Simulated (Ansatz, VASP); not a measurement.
**C in VASP and in Ansatz**

Contents of INCAR:

```
SYSTEM = C
PREC = Accurate ; ENCUT = 520
EDIFF = 1E-7 ; ISMEAR = 0
SIGMA = 0.1 ; LREAL = .False.
LASPH = .True. ; NELM = 150
ALGO = Normal ; ISIF = 2
LWAVE = .False. ; LCHARG = .True.
ISPIN = 2 ; MAGMOM = 1 1 1 1 1 1
LORBIT = 11 ; GGA = PE
LELF = .True. ; LVHAR = .True.
NBANDS = 25
```

Contents of KPOINTS:

```
regular mesh
0
Gamma
  6 6 6
  0 0 0
```

Contents of POSCAR:

```
C
1.0
    3.5274430802      2.0365702119      0.8453277789
   -3.5274430802      2.0365702119      0.8453277789
    0.0000000000     -4.0731404238      0.8453277789
C
6
Direct
    0.8363721450      0.2113873474      0.8363721450
    0.1636278550      0.1636278550      0.7886126526
    0.2113873474      0.8363721450      0.8363721450
    0.7886126526      0.1636278550      0.1636278550
    0.8363721450      0.8363721450      0.2113873474
    0.1636278550      0.7886126526      0.1636278550
```

Input for Ansatz:

```yaml
crystal:
  lattice:
    - [3.5274430802, 2.0365702119, 0.8453277789]
    - [-3.5274430802, 2.0365702119, 0.8453277789]
    - [0.0, -4.0731404238, 0.8453277789]
  atoms:
    - { symbol: C, position: [0.836372145, 0.2113873474, 0.836372145], spin: 1.0 }
    - { symbol: C, position: [0.163627855, 0.163627855, 0.7886126526], spin: 1.0 }
    - { symbol: C, position: [0.2113873474, 0.836372145, 0.836372145], spin: 1.0 }
    - { symbol: C, position: [0.7886126526, 0.163627855, 0.163627855], spin: 1.0 }
    - { symbol: C, position: [0.836372145, 0.836372145, 0.2113873474], spin: 1.0 }
    - { symbol: C, position: [0.163627855, 0.7886126526, 0.163627855], spin: 1.0 }
basis:
  ecutwfc: 420
kpoints:
  mp_grid: { grid: [6, 6, 6] }
hamiltonian:
  xc: pbe
scf:
  occupations: { method: gaussian, width: 0.1 }
  lower_state_search: "off"
output:
  forces: true
  stress: true
  eigenvalues: true
  populations: true
magnetization:
  spin_polarized: true
```

Alike in both runs: task single point; functional PBE; k mesh 6 × 6 × 6; occupations gaussian, width 0.1 eV; collinear spin.

```csv
,VASP,Ansatz
version,VASP 6.6.1,Ansatz 0.2.0
potentials or method,"VASP PAW PBE potentials, release 64 (C), cutoff 520 eV","scalar-relativistic, plane waves, PAW"
valence electrons in the cell,24,24
```

Ansatz gave:

- gap on the k mesh at the Fermi level (eV): none
- pressure (GPa): -0.1
- traceless stress, the component that is largest in VASP (GPa): -0.19
- rms of the force components (eV/Å): 0.006
- net moment per atom (μB): 0.00

Question: Which values does VASP return?

Answer: gap on the k mesh at the Fermi level (eV): none; pressure (GPa): 0.6; traceless stress, the component that is largest in VASP (GPa): -0.33; rms of the force components (eV/Å): 0.019; net moment per atom (μB): 0.00.

Atom by atom the forces differ by 0.024 eV/Å (rms over components). A gap of «none» marks a metal or a gap that the smearing closes. Ansatz's warnings: seeded moment not kept.

The k mesh is coarse, so the values compare programs but aren't converged.
